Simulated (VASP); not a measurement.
Wanted: the native input for a VASP 6.6.1 run.

| Quantity | Value |
| --- | --- |
| Task | single point |
| Functional | PBEsol |
| Potentials or basis | VASP PAW PBE potentials, release 64 (Ba_sv, Ti_sv, O) |
| Cutoff | 600 eV |
| k mesh | 6 × 6 × 6 |
| Occupations | fermi-dirac, width 0.02 eV |
| Spin | no spin polarisation |
| Hubbard terms | Ti d U = 3.0 eV |
| Dipole correction | no |
| Further INCAR settings | ALGO = Normal; EDIFF = 1e-06; NBANDS = 28 |

The structure of BaTiO3 lies in POSCAR:

```
BaTiO3
1.0
    2.8273666100      1.6323808700      2.3183934900
   -2.8273666100      1.6323808700      2.3183934900
    0.0000000000     -3.2647617400      2.3183934900
Ba Ti O
1 1 3
Direct
    0.0000000000      0.0000000000      0.0000000000
    0.4845000000      0.4845000000      0.4845000000
    0.5086000000      0.5086000000      0.0175000000
    0.0175000000      0.5086000000      0.5086000000
    0.5086000000      0.0175000000      0.5086000000
```

The input as run:

INCAR

```
PREC = Accurate ; ENCUT = 600
EDIFF = 1E-6 ; ISMEAR = -1
SIGMA = 0.02 ; LREAL = F
LASPH = T ; NELM = 200
ALGO = Normal ; ISIF = 2
LWAVE = F ; LCHARG = F
LMAXMIX = 4 ; LDAU = T
LDAUTYPE = 2 ; LDAUL = -1 2 -1
LDAUU = 0 3 0 ; LDAUJ = 0 0 0
LDAUPRINT = 1 ; GGA = PS
NBANDS = 28 ; GGA_COMPAT = F
```

KPOINTS

```
Automatic mesh
0
Gamma
  6 6 6
```

Potentials or basis: VASP PAW PBE potentials, release 64 (Ba_sv, Ti_sv, O).

Run with:

```console
$ cat potpaw_PBE.64/Ba_sv/POTCAR potpaw_PBE.64/Ti_sv/POTCAR potpaw_PBE.64/O/POTCAR > POTCAR
$ mpirun -np 1 vasp_std > vasp.out
```

It gave:

| Item | Value |
| --- | --- |
| Pressure | 3.0 GPa |
| Largest force | 0.924 eV/Å |
| Band gap on the k mesh | 2.63 eV (least direct gap 3.04 eV) |

Caveat: the cell stands under pressure; the PAW data sets were made with another functional, which shifts forces and pressure a little; spin-orbit coupling is left out, which moves the levels of the heavy elements.

Wall time 92 s on 1 thread of Intel Xeon 8259CL, with other jobs on the host, peak memory 0.22 GiB.
